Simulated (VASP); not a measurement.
Write the native input for VASP 6.6.1 that does the following.

| Property | Result |
| --- | --- |
| Task | single point |
| Functional | r2SCAN |
| Potentials or basis | VASP PAW PBE potentials, release 64 (Zn, Cu) |
| Cutoff | 520 eV |
| k mesh | 14 × 14 × 14 |
| Occupations | fermi-dirac, width 0.1 eV |
| Spin | no spin polarisation |
| Dipole correction | no |
| Further INCAR settings | ALGO = Normal; EDIFF = 1e-06; NBANDS = 18 |

Crystal: ZnCu.

```
Zn Cu
1.0
     2.91937    0.00000    0.00000
     0.00000    2.91937    0.00000
     0.00000    0.00000    2.91937
Zn Cu
1 1
Cartesian
  0.0000 0.0000 0.0000
  1.4597 1.4597 1.4597
```

The input as run:

POSCAR

```
ZnCu
1.0
    2.9193699032      0.0000000000      0.0000000000
    0.0000000000      2.9193699032      0.0000000000
    0.0000000000      0.0000000000      2.9193699032
Zn Cu
1 1
Direct
    0.0000000000      0.0000000000      0.0000000000
    0.5000000000      0.5000000000      0.5000000000
```

INCAR.step1

```
ALGO = Normal ; EDIFF = 1E-4
ENCUT = 520 ; GGA = PE
ISMEAR = -1 ; LASPH = T
LCHARG = F ; LREAL = F
LWAVE = T ; NBANDS = 18
NELM = 100 ; PREC = Accurate
SIGMA = 0.1
```

INCAR.step2

```
ALGO = Normal ; EDIFF = 1E-6
ENCUT = 520 ; ISIF = 2
ISMEAR = -1 ; ISTART = 1
LASPH = T ; LCHARG = F
LMIXTAU = T ; LREAL = F
LWAVE = F ; METAGGA = R2SCAN
NBANDS = 18 ; NELM = 100
PREC = Accurate ; SIGMA = 0.1
```

KPOINTS

```
k-points
0
Gamma
  14 14 14
```

Potentials or basis: VASP PAW PBE potentials, release 64 (Zn, Cu).

Run with:

```console
$ cat potpaw_PBE.64/Zn/POTCAR potpaw_PBE.64/Cu/POTCAR > POTCAR
$ cp INCAR.step1 INCAR
$ mpirun -np 1 vasp_std > vasp.out
$ cp INCAR.step2 INCAR
$ mpirun -np 1 vasp_std > vasp.out
```

It gave:

```json
{
  "Pressure": "0.6 GPa",
  "Band gap on the k mesh": "zero (an odd number of electrons rules out a gap without spin polarisation)"
}
```

Caveat: the PAW data sets were made with another functional, which shifts forces and pressure a little.

It took 3.5 min on 1 thread of Intel Xeon 8259CL, with other jobs on the host, peak memory 0.19 GiB.
